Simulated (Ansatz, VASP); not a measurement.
SiO2: VASP beside Ansatz

INCAR

```
SYSTEM = SiO2
PREC = Accurate
ENCUT = 520
EDIFF = 1E-8
ISMEAR = -1
SIGMA = 0.02
LREAL = Auto
LASPH = .TRUE.
NELM = 60
ALGO = Normal
ISIF = 2
LWAVE = .FALSE.
LCHARG = .FALSE.
GGA = PE
LEFG = .TRUE.
NBANDS = 82
```

KPOINTS

```
regular mesh
0
G
  4 4 3
  0 0 0
```

Contents of POSCAR:

```
SiO2
1.0
    6.8575811700      0.0000000000      0.0000000000
    0.0000000000      6.8575811700      0.0000000000
    0.0000000000      0.0000000000      7.0330712900
Si O
8 16
Direct
    0.2058192100      0.4510069400      0.9491785700
    0.0489930600      0.2941807900      0.5508214300
    0.9510069400      0.7058192100      0.5508214300
    0.4510069400      0.7941807900      0.0508214300
    0.7941807900      0.5489930600      0.9491785700
    0.7058192100      0.0489930600      0.4491785700
    0.2941807900      0.9510069400      0.4491785700
    0.5489930600      0.2058192100      0.0508214300
    0.1569431900      0.8180152000      0.5832383000
    0.3430568100      0.3180152000      0.0832383000
    0.6569431900      0.6819848000      0.0832383000
    0.0000000000      0.5000000000      0.0502808900
    0.1607908700      0.3392091300      0.7500000000
    0.5000000000      0.0000000000      0.9497191100
    0.6819848000      0.3430568100      0.9167617000
    0.3180152000      0.6569431900      0.9167617000
    0.0000000000      0.5000000000      0.4497191100
    0.8430568100      0.1819848000      0.5832383000
    0.5000000000      0.0000000000      0.5502808900
    0.1819848000      0.1569431900      0.4167617000
    0.8180152000      0.8430568100      0.4167617000
    0.6607908700      0.1607908700      0.2500000000
    0.3392091300      0.8392091300      0.2500000000
    0.8392091300      0.6607908700      0.7500000000
```

Input for Ansatz:

```yaml
crystal:
  lattice:
    - [6.85758117, 0.0, 0.0]
    - [0.0, 6.85758117, 0.0]
    - [0.0, 0.0, 7.03307129]
  atoms:
    - { symbol: Si, position: [0.20581921, 0.45100694, 0.94917857] }
    - { symbol: Si, position: [0.04899306, 0.29418079, 0.55082143] }
    - { symbol: Si, position: [0.95100694, 0.70581921, 0.55082143] }
    - { symbol: Si, position: [0.45100694, 0.79418079, 0.05082143] }
    - { symbol: Si, position: [0.79418079, 0.54899306, 0.94917857] }
    - { symbol: Si, position: [0.70581921, 0.04899306, 0.44917857] }
    - { symbol: Si, position: [0.29418079, 0.95100694, 0.44917857] }
    - { symbol: Si, position: [0.54899306, 0.20581921, 0.05082143] }
    - { symbol: O, position: [0.15694319, 0.8180152, 0.5832383] }
    - { symbol: O, position: [0.34305681, 0.3180152, 0.0832383] }
    - { symbol: O, position: [0.65694319, 0.6819848, 0.0832383] }
    - { symbol: O, position: [0.0, 0.5, 0.05028089] }
    - { symbol: O, position: [0.16079087, 0.33920913, 0.75] }
    - { symbol: O, position: [0.5, 0.0, 0.94971911] }
    - { symbol: O, position: [0.6819848, 0.34305681, 0.9167617] }
    - { symbol: O, position: [0.3180152, 0.65694319, 0.9167617] }
    - { symbol: O, position: [0.0, 0.5, 0.44971911] }
    - { symbol: O, position: [0.84305681, 0.1819848, 0.5832383] }
    - { symbol: O, position: [0.5, 0.0, 0.55028089] }
    - { symbol: O, position: [0.1819848, 0.15694319, 0.4167617] }
    - { symbol: O, position: [0.8180152, 0.84305681, 0.4167617] }
    - { symbol: O, position: [0.66079087, 0.16079087, 0.25] }
    - { symbol: O, position: [0.33920913, 0.83920913, 0.25] }
    - { symbol: O, position: [0.83920913, 0.66079087, 0.75] }
kpoints:
  mp_grid: { grid: [4, 4, 3] }
scf:
  occupations: { method: fermi_dirac, width: 0.02 }
hamiltonian:
  xc: pbe
  pseudopotentials: { kind: paw, frozen_core: stored }
output:
  forces: true
  stress: true
  populations: true
  efg: { quadrupole_moments_barn: { O: -0.02558 } }
```

Alike in both runs: task electric field gradients; functional PBE; k mesh 4 × 4 × 3; occupations fermi-dirac, width 0.02 eV; no spin polarisation.

|  | VASP | Ansatz |
| --- | --- | --- |
| version | VASP 6.6.1 | Ansatz 0.2.0 |
| potentials or method | VASP PAW PBE potentials, release 64 (Si, O) | plane-wave PAW, scalar-relativistic |
| plane-wave cutoff (eV) | 520 | 420 |
| valence electrons in the cell | 128 | 128 |

```tsv
	VASP	Ansatz	Ansatz less VASP
gap on the k mesh at the Fermi level (eV)	5.52	5.52	+0.003
pressure (GPa)	5.1	4.9	-0.20
traceless stress, the component that is largest in VASP (GPa)	-0.11	0.07	+0.181
rms of the force components (eV/Å)	0.176	0.175	-0.0006
size of Vzz on the site where it differs most (V/Å²)	97.2	104.8	+7.56
```

Atom by atom the forces differ by 0.006 eV/Å (rms over components).
